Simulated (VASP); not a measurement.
Here is a VASP 6.6.1 calculation.

INCAR

```
PREC = Accurate ; ENCUT = 520
EDIFF = 1E-7 ; ISMEAR = 0
SIGMA = 0.05 ; LREAL = F
LASPH = T ; NELM = 100
ALGO = Normal ; ISIF = 2
LWAVE = F ; LCHARG = F
GGA = PE ; NBANDS = 35
```

The input KPOINTS:

```
regular mesh
0
Gamma
  6 6 8
```

POSCAR

```
SnO2
1.0
    4.8277049966      0.0000000000      0.0181038937
    0.0000000000      4.8277049966      0.0000000000
    0.0121424660      0.0000000000      3.2379909407
Sn O
2 4
Direct
    0.0000000000      0.0000000000      0.0000000000
    0.5000000000      0.5000000000      0.5000000000
    0.3066050867      0.3066050867      0.0000000000
    0.1933949133      0.8066050867      0.5000000000
    0.6933949133      0.6933949133      0.0000000000
    0.8066050867      0.1933949133      0.5000000000
```

Potentials or basis: VASP PAW PBE potentials, release 64 (Sn_d, O).

The run is started by

```sh
$ cat potpaw_PBE.64/Sn_d/POTCAR potpaw_PBE.64/O/POTCAR > POTCAR
$ mpirun -np 1 vasp_std > vasp.out
```

(1) Estimate the largest force.

(2) What does it give for the pressure?

(3) Predict the band gap on the k mesh.

## Answers

(1) 0.039 eV/Å.

(2) 0.6 GPa.

(3) 0.67 eV.

Caveat: the cell differs from its parent crystal (strain +0.0075 x Voigt [0, 0, 0, 0, 1, 0]); spin-orbit coupling is left out, which moves the levels of the heavy elements.
